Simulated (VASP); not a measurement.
A run of VASP 6.6.1 is set up as follows.

File INCAR:

```
SYSTEM = Zn2Si3N
  PREC = Accurate
  ENCUT = 520
  EDIFF = 1E-6
  ISMEAR = 0
  SIGMA = 0.1
  LREAL = .FALSE.
  LASPH = .TRUE.
  NELM = 80
  ALGO = Normal
  ISIF = 2
  LWAVE = .FALSE.
  LCHARG = .TRUE.
  GGA = PE
  LELF = .TRUE.
  LVHAR = .TRUE.
  NBANDS = 30
```

File KPOINTS:

```
regular mesh
0
G
  12 12 4
  0 0 0
```

The input POSCAR:

```
Zn2Si3N
1.0
    2.7802013153      0.0000000000      0.0000000000
   -1.3901006577      2.4077249667      0.0000000000
    0.0000000000      0.0000000000     11.8513083839
Zn Si N
2 3 1
Direct
    0.3333333333      0.6666666667      0.6950929181
    0.6666666667      0.3333333333      0.3049070819
    0.3333333333      0.6666666667      0.1120566375
    0.6666666667      0.3333333333      0.8879433625
    0.0000000000      0.0000000000      0.5000000000
    0.0000000000      0.0000000000      0.0000000000
```

Potentials or basis: VASP PAW PBE potentials, release 64 (Zn, Si, N).

Run with:

```console
$ cat potpaw_PBE.64/Zn/POTCAR potpaw_PBE.64/Si/POTCAR potpaw_PBE.64/N/POTCAR > POTCAR
$ mpirun -np 1 vasp_std > vasp.out
```

(1) What does it give for the pressure?

(2) What does it give for the largest force?

Results:

(1) 0.1 GPa.

(2) 0.008 eV/Å.
